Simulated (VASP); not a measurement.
Here is a VASP 6.6.1 calculation.

INCAR

```
SYSTEM = KBr
  PREC = Accurate
  ENCUT = 520
  EDIFF = 1E-7
  ISMEAR = 0
  SIGMA = 0.01
  LREAL = .False.
  LASPH = .True.
  NELM = 150
  ALGO = Normal
  ISIF = 2
  LWAVE = .False.
  LCHARG = .True.
  MAGMOM = 0 0 0 0 0 0
  LORBIT = 11
  LSORBIT = .True.
  GGA_COMPAT = .False.
  LORBMOM = .True.
  GGA = PS
  LVHAR = .True.
  NBANDS = 28
```

File KPOINTS:

```
regular mesh
0
Gamma
  6 6 6
  0 0 0
```

POSCAR

```
KBr
1.0
   -0.0163726428      3.2663422436      3.2663422436
    3.2663422436     -0.0163726428      3.2663422436
    3.2663422436      3.2663422436     -0.0163726428
K Br
1 1
Direct
    0.0000000000      0.0000000000      0.0000000000
    0.5000000000      0.5000000000      0.5000000000
```

Potentials or basis: VASP PAW PBE potentials, release 64 (K_sv, Br).

Command:

```sh
$ cat potpaw_PBE.64/K_sv/POTCAR potpaw_PBE.64/Br/POTCAR > POTCAR
$ mpirun -np 1 vasp_ncl > vasp.out
```

Q: What does it give for the pressure?

A: 0.1 GPa.

Q: Estimate the net moment.

A: 0.00 μB per cell.

Moments on the atoms (μB; x, y, z):
```
K   0.00 0.00 0.00
Br  0.00 0.00 0.00
```

Caveat: the cell differs from its parent crystal (equal xy, yz and zx engineering shears of -0.5 %); the PAW data sets were made with another functional, which shifts forces and pressure a little.
